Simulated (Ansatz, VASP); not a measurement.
Two plane-wave programs on P

Contents of INCAR:

```
SYSTEM = P
PREC     = Accurate       ! precision mode
ENCUT    = 520            ! plane-wave cutoff, eV
EDIFF    = 1E-6           ! SCF threshold, eV
ISMEAR   = 0              ! smearing method
SIGMA    = 0.15           ! smearing width, eV
LREAL    = .False.        ! projectors in reciprocal space
LASPH    = .True.         ! aspherical terms in the spheres
NELM     = 60             ! most SCF steps
ALGO     = Normal         ! electronic algorithm
ISIF     = 2              ! what is computed and relaxed
LWAVE    = .False.        ! write WAVECAR
LCHARG   = .False.        ! write CHGCAR
GGA      = PS             ! functional
NBANDS   = 8              ! bands
```

File KPOINTS:

```
Automatic mesh
0
Gamma
  12 12 12
  0 0 0
```

The input POSCAR:

```
P
1.0
    4.2729048574      0.0000000000      0.0000000000
    0.0000000000      4.2729048574      0.0000000000
    0.0000000000      0.0000000000      4.1591000000
P
1
Direct
    0.0000000000      0.0000000000      0.0000000000
```

Input for Ansatz:

```yaml
crystal:
  lattice:
    - [4.2729048574, 0.0, 0.0]
    - [0.0, 4.2729048574, 0.0]
    - [0.0, 0.0, 4.1591]
  atoms:
    - { symbol: P, position: [0.0, 0.0, 0.0] }
basis:
  ecutwfc: 420
kpoints:
  mp_grid: { grid: [12, 12, 12] }
hamiltonian:
  xc: pbesol
scf:
  occupations: { method: gaussian, width: 0.15 }
output:
  forces: true
  stress: true
  eigenvalues: true
```

Change from the starting cell: strain +0.000 along x and y, -0.050 along z, atoms carried along.

Alike in both runs: task single point; functional PBEsol; k mesh 12 × 12 × 12; occupations gaussian, width 0.15 eV; no spin polarisation.

```csv
,VASP,Ansatz
version,VASP 6.6.1,Ansatz 0.2.0
potentials or method,"VASP PAW PBE potentials, release 64 (P), cutoff 520 eV","scalar-relativistic, plane waves, PAW"
valence electrons in the cell,5,5
```

|  | VASP | Ansatz | Ansatz less VASP |
| --- | --- | --- | --- |
| gap on the k mesh at the Fermi level (eV) | none | none | - |
| pressure (GPa) | -4.3 | -4.3 | +0.01 |
| traceless stress, the component that is largest in VASP (GPa) | -0.33 | -0.33 | 0.000 |

VASP's potentials were made for PBE, not for PBEsol. A gap of «none» marks a metal or a gap that the smearing closes.
